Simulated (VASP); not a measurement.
# Mo6C in VASP: notebook

The runs below take Mo6C through single point, with PBEsol.

Program: VASP 6.6.1. These are calculated values, not measurements. Logs are shortened: lines on timing, memory, paths and dates and some standing lists are left out, and cuts for length are marked.

## 1. The cell of the first run

The cell holds a slab with vacuum, 7 atoms: a = 4.426 Å, b = 4.426 Å, c = 19.725 Å, α = 90.00°, β = 90.00°, γ = 120.00°.

## 2. Single point, PBEsol

The input, INCAR:

```
PREC     = Accurate       # precision mode
ENCUT    = 520            # plane-wave cutoff, eV
EDIFF    = 1E-7           # SCF threshold, eV
ISMEAR   = 0              # smearing method
SIGMA    = 0.1            # smearing width, eV
LREAL    = F              # projectors in reciprocal space
LASPH    = T              # aspherical terms in the spheres
NELM     = 100            # most SCF steps
ALGO     = Normal         # electronic algorithm
ISIF     = 2              # what is computed and relaxed
LWAVE    = F              # write WAVECAR
LCHARG   = F              # write CHGCAR
LDIPOL   = T            
IDIPOL   = 3            
DIPOL    = 0.5 0.5 0.338
GGA      = PS             # functional
NBANDS   = 53             # bands
```

The input, KPOINTS:

```
Automatic mesh
0
Gamma
  6 6 1
```

The input, POSCAR:

```
Mo6C
1.0
    4.4256825775      0.0000000000      0.0000000000
   -2.2128412887      3.8327535412      0.0000000000
    0.0000000000      0.0000000000     19.7247696083
Mo C
6 1
Direct
    0.6666666667      0.3333333333      0.2027907083
    0.3333333333      0.6666666667      0.2485904155
    0.0000000000      0.0000000000      0.2943901228
    0.6666666667      0.3333333333      0.3368101117
    0.3333333333      0.6666666667      0.3772266205
    0.0000000000      0.0000000000      0.4169767136
    0.0000000000      0.2222222222      0.4911102310
```

Potentials or basis: VASP PAW PBE potentials, release 64 (Mo_sv, C).

Started as:

```console
$ cat potpaw_PBE.64/Mo_sv/POTCAR potpaw_PBE.64/C/POTCAR > POTCAR
$ mpirun -np 1 vasp_std > vasp.out
```

OUTCAR:

```text
PREC = Accurate
   ENCUT = 520
   EDIFF = 1E-7
   ISMEAR = 0
   LREAL = F
   LASPH = T
   NELM = 100
   ISIF = 2
   GGA = PS

 ion  position               nearest neighbor table
   1  0.667  0.333  0.203-   4 2.64   2 2.71   2 2.71   2 2.71   3 3.13   3 3.13   3 3.13
   2  0.333  0.667  0.249-   5 2.54   1 2.71   1 2.71   3 2.71   1 2.71   3 2.71   3 2.71   4 3.09
                             4 3.09   4 3.09
   3  0.000  0.000  0.294-   6 2.42   4 2.69   4 2.69   4 2.69   2 2.71   2 2.71   2 2.71   5 3.03
                             5 3.03   5 3.03   1 3.13   1 3.13   1 3.13
   4  0.667  0.333  0.337-   1 2.64   5 2.68   5 2.68   5 2.68   3 2.69   3 2.69   3 2.69   6 3.00
                             6 3.00   6 3.00   2 3.09   2 3.09   2 3.09
   5  0.333  0.667  0.377-   2 2.54   6 2.67   6 2.67   6 2.67   4 2.68   4 2.68   4 2.68   3 3.03
                             3 3.03   3 3.03
   6  0.000  0.000  0.417-   7 1.76   3 2.42   5 2.67   5 2.67   5 2.67   4 3.00   4 3.00   4 3.00

   7  0.000  0.222  0.491-   6 1.76

  LATTYP: Found a hexagonal cell.
 ALAT       =     4.4256825775
 C/A-ratio  =     4.4568875564

  Lattice vectors:

 A1 = (   4.4256825775,   0.0000000000,   0.0000000000)
 A2 = (  -2.2128412887,   3.8327535412,   0.0000000000)
 A3 = (   0.0000000000,   0.0000000000,  19.7247696083)

Analysis of symmetry for initial positions (statically):
=====================================================================
 Subroutine PRICEL returns:
 Original cell was already a primitive cell.

 Routine SETGRP: Setting up the symmetry group for a
 hexagonal supercell.

 Subroutine GETGRP returns: Found  1 space group operations
 (whereof  1 operations were pure point group operations)
 out of a pool of 24 trial point group operations.

The static configuration has the point symmetry C_1 .

Analysis of symmetry for dynamics (positions and initial velocities):
=====================================================================
 Subroutine PRICEL returns:
 Original cell was already a primitive cell.

 Routine SETGRP: Setting up the symmetry group for a
 hexagonal supercell.

 Subroutine GETGRP returns: Found  1 space group operations
 (whereof  1 operations were pure point group operations)
 out of a pool of 24 trial point group operations.

The dynamic configuration has the point symmetry C_1 .

 Subroutine INISYM returns: Found  1 space group operations
 (whereof  1 operations are pure point group operations),
 and found     1 'primitive' translations

----------------------------------------------------------------------------------------

                                     Primitive cell

  volume of cell :     334.5824

  direct lattice vectors                    reciprocal lattice vectors
     4.425682577  0.000000000  0.000000000     0.225953846  0.130454514  0.000000000
    -2.212841289  3.832753541  0.000000000     0.000000000  0.260909028  0.000000000
     0.000000000  0.000000000 19.724769608     0.000000000  0.000000000  0.050697677

  length of vectors
     4.425682577  4.425682577 19.724769608     0.260909028  0.260909028  0.050697677

  position of ions in fractional coordinates (direct lattice)
     0.666666667  0.333333333  0.202790708
     0.333333333  0.666666667  0.248590415
     0.000000000  0.000000000  0.294390123
     0.666666667  0.333333333  0.336810112
     0.333333333  0.666666667  0.377226620
     0.000000000  0.000000000  0.416976714
     1.000000000  0.222222222  0.491110231

  ion indices of the primitive-cell ions
   primitive index   ion index
                 1           1
                 2           2
                 3           3
                 4           4
                 5           5
                 6           6
                 7           7

----------------------------------------------------------------------------------------

 KPOINTS: Automatic mesh

Automatic generation of k-mesh.
 Grid dimensions read from file:
 generate k-points for:    6    6    1

 Generating k-lattice:

  Cartesian coordinates                     Fractional coordinates (reciprocal lattice)
     0.037658974  0.021742419  0.000000000     0.166666667  0.000000000  0.000000000
     0.000000000  0.043484838  0.000000000     0.000000000  0.166666667  0.000000000
     0.000000000  0.000000000  0.050697677     0.000000000  0.000000000  1.000000000

  Length of vectors
     0.043484838  0.043484838  0.050697677

  Shift w.r.t. Gamma in fractional coordinates (k-lattice)
     0.000000000  0.000000000  0.000000000

 Subroutine IBZKPT returns following result:
 ===========================================

 Found     20 irreducible k-points:

 Following reciprocal coordinates:
            Coordinates               Weight
  0.000000  0.000000  0.000000      1.000000
  0.166667  0.000000  0.000000      2.000000
  0.000000  0.166667  0.000000      2.000000
 -0.166667  0.166667  0.000000      2.000000
  0.333333  0.000000  0.000000      2.000000
  0.000000  0.333333  0.000000      2.000000
[... 12 lines left out ...]
  0.500000 -0.166667  0.000000      2.000000
  0.333333  0.333333  0.000000      2.000000
   k-points           NKPTS =     20   k-points in BZ     NKDIM =     20   number of bands    NBANDS=     53
   number of dos      NEDOS =    301   number of ions     NIONS =      7
   total plane-waves  NPLWV = 194400
   dimension x,y,z NGX =    36 NGY =   36 NGZ =  150
   dimension x,y,z NGXF=    72 NGYF=   72 NGZF=  300
   ions per type =               6   1
   NGX,Y,Z   is equivalent  to a cutoff of  13.52, 13.52, 12.64 a.u.
   NGXF,Y,Z  is equivalent  to a cutoff of  27.05, 27.05, 25.28 a.u.
 SYSTEM =  unknown system
   PREC   = accura    normal or accurate (medium, high low for compatibility)
   ISTART =      0    job   : 0-new  1-cont  2-samecut
   ICHARG =      2    charge: 1-file 2-atom 10-const
   ISPIN  =      1    spin polarized calculation?
   LNONCOLLINEAR =      F non collinear calculations
   LSORBIT =      F    spin-orbit coupling
   LASPH  =      T    aspherical Exc in radial PAW
   ENCUT  =  520.0 eV  38.22 Ry    6.18 a.u.   8.23  8.23 36.67*2*pi/ulx,y,z
   NELM   =    100;   NELMIN=  2; NELMDL= -5     # of ELM steps
   EDIFF  = 0.1E-06   stopping-criterion for ELM
   LREAL  =      F    real-space projection
   EDIFFG = 0.1E-05   stopping-criterion for IOM
   NSW    =      0    number of steps for IOM
   IBRION =     -1    ionic relax: 0-MD 1-quasi-New 2-CG
   NFREE  =      0    steps in history (QN), initial steepest desc. (CG)
   ISIF   =      2    stress and relaxation
   ISYM   =      2    0-nonsym 1-usesym 2-fastsym
   POTIM  = 0.5000    time-step for ionic-motion
   TEBEG  =    0.0;   TEEND  =   0.0 temperature during run
   PSTRESS=    0.0 pullay stress
   NELECT =      88.0000    total number of electrons
   NUPDOWN=      -1.0000    fix difference up-down
   EMIN   =  10.00;   EMAX   =-10.00  energy-range for DOS
   EFERMI =   0.00;   METHOD = LEGACY
   ISMEAR =     0;   SIGMA  =   0.10  broadening in eV -4-tet -1-fermi 0-gaus
   EFERMI_NEDOS =   21; number of points for ismear=-14 and -15
   IALGO  =     38    algorithm
   IMIX   =      4    mixing-type and parameters
     AMIX     =   0.40;   BMIX     =  1.00
     AMIX_MAG =   1.60;   BMIX_MAG =  1.00
  volume/ion in A,a.u.               =      47.80       322.55
  Fermi-wavevector in a.u.,A,eV,Ry     =   1.048901  1.982136 14.969052  1.100194
  Thomas-Fermi vector in A             =   2.183842
   LORBIT       =      0    0 simple, 1 ext, 2 COOP (PROOUT), +10 PAW based schemes
   GGA     = PS    functional components
   LHFCALC =     F    Hartree Fock is set to
   AEXX    =    0.0000 exact exchange contribution
   IVDW    =     0    specifies the selected vdW correction
   LEPSILON=     F    determine dielectric tensor
   LRPA    =     F    only Hartree local field effects (RPA)
 non-spin polarized calculation
 Gauss-broadening in eV      SIGMA  =   0.10
  energy-cutoff  :      520.00
  volume of cell :      334.58
 maximum number of plane-waves:      9055
 NGX is ok and might be reduce to    36
   NGX = 17   NGY = 17   NGZ = 73

 dipolmoment           0.000000      0.000000     -0.485178 electrons x Angstroem

 number of electron      88.0000012 magnetization

 dipolmoment           0.000000      0.000000      0.265981 electrons x Angstroem

 Free energy of the ion-electron system (eV)
  ---------------------------------------------------
  ext. energy  EPLUGINS =         0.00000000
  ---------------------------------------------------
  free energy    TOTEN  =       -69.16700774 eV

  energy without entropy =      -69.11940946  energy(sigma->0) =      -69.14320860

 E-fermi :   0.1035     XC(G=0):  -5.1707

 val. band max:        0.0960680688   @ k =   0.0000   0.3333   0.0000
 cond. band min:       0.1164515592   @ k =   0.5000   0.0000   0.0000
 fundamental gap:      0.0203834905
 Fermi energy:         0.1034705030

 k-point     1 :       0.0000    0.0000    0.0000
  band No.  band energies     occupation
      1     -60.9690      2.00000
      2     -60.7243      2.00000
      3     -60.6751      2.00000
      4     -60.6164      2.00000
      5     -60.4974      2.00000
      6     -60.0738      2.00000
[... 45 lines left out ...]
     52       2.2032      0.00000
     53       2.2556      0.00000

 k-point     2 :       0.1667    0.0000    0.0000
  band No.  band energies     occupation
      1     -60.9462      2.00000
      2     -60.7255      2.00000
      3     -60.6701      2.00000
      4     -60.6280      2.00000
      5     -60.5096      2.00000
      6     -60.0780      2.00000
[... 45 lines left out ...]
     52       2.1780      0.00000
     53       2.3062      0.00000

 k-point     3 :       0.0000    0.1667    0.0000
  band No.  band energies     occupation
      1     -60.9462      2.00000
      2     -60.7255      2.00000
      3     -60.6701      2.00000
      4     -60.6280      2.00000
      5     -60.5097      2.00000
      6     -60.0780      2.00000
[... 45 lines left out ...]
     52       2.1662      0.00000
     53       2.2227      0.00000
[... 841 lines left out ...]
 k-point    19 :       0.5000   -0.1667    0.0000
  band No.  band energies     occupation
      1     -60.8462      2.00000
      2     -60.7510      2.00000
      3     -60.6907      2.00000
      4     -60.6199      2.00000
      5     -60.5630      2.00000
      6     -60.0908      2.00000
[... 45 lines left out ...]
     52       1.7463      0.00000
     53       2.1461      0.00000

 k-point    20 :       0.3333    0.3333    0.0000
  band No.  band energies     occupation
      1     -60.8219      2.00000
      2     -60.7321      2.00000
      3     -60.7311      2.00000
      4     -60.5941      2.00000
      5     -60.5901      2.00000
      6     -60.0930      2.00000
[... 45 lines left out ...]
     52       1.6749      0.00000
     53       1.8279      0.00000

------------------------ aborting loop because EDIFF is reached ----------------------------------------

 vacuum level on the upper side and lower side of the slab       (xc-potential included)         1.328        -1.474

  FORCE on cell =-STRESS in cart. coord.  units (eV):
  Direction    XX          YY          ZZ          XY          YZ          ZX
  --------------------------------------------------------------------------------------
  -------------------------------------------------------------------------------------
  Total       -3.5050367     -3.7686081      0.8755012     -0.6540811      2.0939886     -0.5293260
  in kB      -16.7841772    -18.0463122      4.1924145     -3.1321252     10.0272492     -2.5347242
  external PRESSURE =     -10.2126916 kB  Pullay stress =       0.0000000 kB

 VOLUME and BASIS-vectors are now :
 -----------------------------------------------------------------------------
  energy-cutoff  :      520.00
  volume of cell :      334.58
      direct lattice vectors                 reciprocal lattice vectors
     4.425682577  0.000000000  0.000000000     0.225953846  0.130454514  0.000000000
    -2.212841289  3.832753541  0.000000000     0.000000000  0.260909028  0.000000000
     0.000000000  0.000000000 19.724769608     0.000000000  0.000000000  0.050697677

 POSITION                                       TOTAL-FORCE (eV/Angst)
 -----------------------------------------------------------------------------------
      2.21284      1.27758      4.00000         0.078772     -0.016240      2.233868
     -0.00000      2.55517      4.90339         0.005658      0.064074     -0.411696
      0.00000      0.00000      5.80678        -0.261820      0.160544     -3.305360
      2.21284      1.27758      6.64350        -0.140631     -0.313824     -1.060657
     -0.00000      2.55517      7.44071         0.202445     -0.384724      1.048785
      0.00000      0.00000      8.22477         0.713746     -0.760566      1.411897
     -0.49174      0.85172      9.68704        -0.598169      1.250735      0.083163
 -----------------------------------------------------------------------------------
    total drift:                                0.000010     -0.000012     -0.000291

  FREE ENERGIE OF THE ION-ELECTRON SYSTEM (eV)
  ---------------------------------------------------
  free  energy   TOTEN  =       -69.1670077426 eV

  energy  without entropy=      -69.1194094628  energy(sigma->0) =      -69.14320860

 vacuum level on the upper side and lower side of the slab         6.518         3.647
```

It took 8.9 min on 1 thread of Intel Xeon 6975P-C (Granite Rapids), shared host; peak memory 0.6 GiB.

Results:

- Free energy: -69.1670 eV
- Largest force: 3.320 eV/Å
- Band gap on the k mesh: zero (bands 44 and 45 overlap by 0.03 eV)

Forces in eV/Å, atoms in the order of the input:
```
Mo   0.079 -0.016  2.234
Mo   0.006  0.064 -0.412
Mo  -0.262  0.161 -3.305
Mo  -0.141 -0.314 -1.061
Mo   0.202 -0.385  1.049
Mo   0.714 -0.761  1.412
C   -0.598  1.251  0.083
```

Levels at points of the mesh, in eV from the Fermi level:
| k point | band 41 | band 42 | band 43 | band 44 | band 45 | band 46 | band 47 | band 48 |
| --- | --- | --- | --- | --- | --- | --- | --- | --- |
| (0.00, 0.00, 0.00) | -1.26 | -1.26 | -0.91 | -0.27 | 0.06 | 0.39 | 1.17 | 1.20 |
| (0.50, 0.00, 0.00) | -1.14 | -0.82 | -0.32 | 0.01 | 0.21 | 0.34 | 0.68 | 1.31 |
| (0.00, 0.50, 0.00) | -1.21 | -0.70 | -0.44 | -0.11 | 0.12 | 0.17 | 0.57 | 1.22 |
| (0.50, 0.50, 0.00) | -1.12 | -0.52 | -0.39 | -0.10 | 0.15 | 0.31 | 0.57 | 1.12 |

Caveat: the PAW data sets were made with another functional, which shifts forces and pressure a little.

## 3. Single point, PBEsol

The input, INCAR:

```
PREC = Accurate
ENCUT = 520
EDIFF = 1E-7
ISMEAR = 0
SIGMA = 0.1
LREAL = False
LASPH = True
NELM = 80
ALGO = Normal
ISIF = 2
LWAVE = False
LCHARG = False
LDIPOL = True
IDIPOL = 3
DIPOL = 0.5 0.5 0.332
GGA = PS
NBANDS = 53
```

The input, KPOINTS:

```
regular mesh
0
Gamma
  6 6 1
```

Changes to POSCAR since step 2:

```diff
@@ -14,2 +14,2 @@
     0.0000000000      0.0000000000      0.4169767136
-    0.0000000000      0.2222222222      0.4911102310
+    0.0000000000      0.4444444444      0.4467398904
```

Potentials or basis: VASP PAW PBE potentials, release 64 (Mo_sv, C).

Started as:

```console
$ cat potpaw_PBE.64/Mo_sv/POTCAR potpaw_PBE.64/C/POTCAR > POTCAR
$ mpirun -np 1 vasp_std > vasp.out
```

Wall time 8.2 min (1 thread of Intel Xeon 6975P-C (Granite Rapids), shared host); peak memory 0.6 GiB.

It converged, with:

| Property | Result |
| --- | --- |
| Free energy | -72.1041 eV |
| Largest force | 2.627 eV/Å |
| Band gap on the k mesh | zero (bands 44 and 45 overlap by 0.17 eV) |

Forces in eV/Å, atoms in the order of the input:
```
Mo   0.165  0.075  2.045
Mo  -0.127 -0.040 -1.299
Mo   0.293  0.254 -1.784
Mo  -0.384 -0.424 -0.472
Mo   1.559  1.217 -1.113
Mo   0.080 -0.435  2.589
C   -1.585 -0.648  0.034
```

Levels at points of the mesh, in eV from the Fermi level:
| k point | band 40 | band 41 | band 42 | band 43 | band 44 | band 45 | band 46 | band 47 | band 48 | band 49 |
| --- | --- | --- | --- | --- | --- | --- | --- | --- | --- | --- |
| (0.00, 0.00, 0.00) | -1.45 | -1.39 | -1.24 | -1.12 | -0.65 | -0.04 | 0.78 | 1.22 | 1.25 | 1.29 |
| (0.50, 0.00, 0.00) | -1.45 | -1.33 | -0.96 | -0.46 | -0.03 | 0.09 | 0.23 | 0.59 | 1.24 | 1.41 |
| (0.00, 0.50, 0.00) | -1.42 | -1.23 | -1.00 | -0.16 | -0.02 | 0.18 | 0.59 | 1.20 | 1.26 | 1.43 |
| (0.50, 0.50, 0.00) | -1.47 | -1.30 | -0.92 | -0.21 | -0.02 | 0.18 | 0.57 | 1.12 | 1.38 | 1.65 |

Caveat: the PAW data sets were made with another functional, which shifts forces and pressure a little.

The gap in the log of VASP goes by the Fermi energy; the results here count the filled bands.